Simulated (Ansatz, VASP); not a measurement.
**One calculation of Ba2Tl5V3O12, two programs**

```xyz
22
Lattice="4.2370 2.4462 6.1284 -4.2370 2.4462 6.1284 0.0000 -4.8924 6.1284" Properties=species:S:1:pos:R:3 pbc="T T T"
Ba    0.0000    0.0000    9.1926
Ba    0.0000    0.0000    0.0000
V     0.0000    2.4462    6.1284
V    -2.1185   -1.2231    6.1284
V     2.1185   -1.2231    6.1284
Tl    0.0000   -2.4462    3.0642
Tl    2.1185    1.2231    3.0642
Tl   -2.1185    1.2231    3.0642
Tl    0.0000    0.0000   13.6133
Tl    0.0000    0.0000    4.7719
O     2.6932   -0.0671    7.4143
O    -1.2885    2.3659    7.4143
O    -1.4047   -2.2988    7.4143
O    -1.4047    2.2988   10.9708
O     2.6932    0.0671   10.9708
O    -1.2884   -2.3659   10.9708
O    -2.6932    0.0671   10.9708
O     1.2884   -2.3659   10.9708
O     1.4047    2.2988   10.9708
O     1.4047   -2.2988    7.4143
O    -2.6932   -0.0671    7.4143
O     1.2885    2.3659    7.4143
```

Alike in both runs: functional PBE; k mesh 4 × 4 × 4; occupations fermi-dirac, width 0.05 eV; collinear spin; Hubbard terms V d U = 2.0 eV.

|  | VASP | Ansatz |
| --- | --- | --- |
| version | VASP 6.6.1 | Ansatz 0.2.0 |
| potentials or method | VASP PAW PBE potentials, release 64 (Ba_sv, V_sv, Tl_d, O) | Ansatz PAW |
| plane-wave cutoff (eV) | 600 | 420 |
| valence electrons in the cell | 196 | 196 |
| task | single point | projected density of states |

|  | VASP | Ansatz | Ansatz less VASP |
| --- | --- | --- | --- |
| gap on the k mesh at the Fermi level (eV) | none | none | - |
| pressure (GPa) | 1.0 | 0.4 | -0.59 |
| traceless stress, the component that is largest in VASP (GPa) | 0.40 | 0.13 | -0.263 |
| rms of the force components (eV/Å) | 0.132 | 0.067 | -0.0658 |
| net moment per atom (μB) | 0.05 | 0.06 | +0.001 |
| size of the moment on the site where the two differ most (μB) | 0.47 | 0.36 | -0.112 |

Site moments also hang on the region over which each program counts them. The programs project onto different local orbitals, so the same U acts differently, and such runs can settle in different states. Atom by atom the forces differ by 0.070 eV/Å (rms over components). A gap of «none» marks a metal or a gap that the smearing closes.

Neither program's run includes spin-orbit coupling. Noted on Ansatz's run: the magnetic or orbital state may not be the lowest.
